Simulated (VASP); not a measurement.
CaO (l):

```xyz
2
Lattice="0.0000 2.4036 2.4036 2.4036 0.0000 2.4036 2.4036 2.4036 0.0000" Properties=species:S:1:pos:R:3 pbc="T T T"
Ca    0.0000    0.0000    0.0000
O     2.4036    2.4036    2.4036
```

```yaml
Program: VASP 6.6.1
Task: relaxation of cell and atoms
Functional: LDA
Potentials_or_basis: VASP PAW LDA potentials, release 64 (Ca_sv, O)
Cutoff: 600 eV
k_mesh: 8 × 8 × 8
Occupations: gaussian, width 0.02 eV
Spin: no spin polarisation
```

At the start: pressure -6.4 GPa; volume 13.89 Å³/atom.

Question: How do energy, volume and symmetry change on relaxing?

Answer: Over 3 steps the energy falls by 16.0 meV/atom and the volume is 13.12 Å³/atom (-5.5 %); space group Fm-3m (No. 225, to 0.05 Å).

The path:
```tsv
step	energy change (eV)	largest force (eV/Å)	pressure (GPa)	volume (Å³)
1	0.0000	0.0000	-6.40	27.77
2	-0.0254	0.0000	3.39	25.60
3	-0.0320	0.0000	0.00	26.25
```

Final structure:
```
Ca O
1.0
     0.00000    2.35876    2.35876
     2.35876    0.00000    2.35876
     2.35876    2.35876    0.00000
Ca O
1 1
Direct
  0.00000 0.00000 0.00000
  0.50000 0.50000 0.50000
```
